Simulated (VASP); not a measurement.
Crystal: MgO (Periclase).

```
CELL_PARAMETERS angstrom
0.00000 2.10217 2.10217
2.10217 0.00000 2.10217
2.10217 2.10217 0.00000
ATOMIC_POSITIONS crystal
Mg 0.00000 0.00000 0.00000
O 0.50000 0.50000 0.50000
```

Base run:

* Program: VASP 6.6.1
* Functional: r2SCAN
* Potentials or basis: VASP PAW PBE potentials, release 64 (Mg_sv, O)
* Cutoff: 660 eV
* k mesh: 8 × 8 × 8
* Occupations: gaussian, width 0.01 eV
* Spin: no spin polarisation

Its results: band gap on the k mesh 5.71 eV, direct; pressure -0.2 GPa.

The run is repeated on the same cell with these changes: potentials or basis from VASP PAW PBE potentials, release 64 (Mg_sv, O) to VASP PAW PBE potentials, release 64 (Mg, O); cutoff from 660 eV to 520 eV; further incar settings from ALGO = Normal; EDIFF = 1e-06; NBANDS = 15 to ALGO = Normal; EDIFF = 1e-07; NBANDS = 11; valence electrons from 16 to 8. What comes out?

Band gap on the k mesh 5.66 eV, direct; pressure -1.1 GPa.

Caveats: the PAW data sets were made with another functional, which shifts forces and pressure a little.

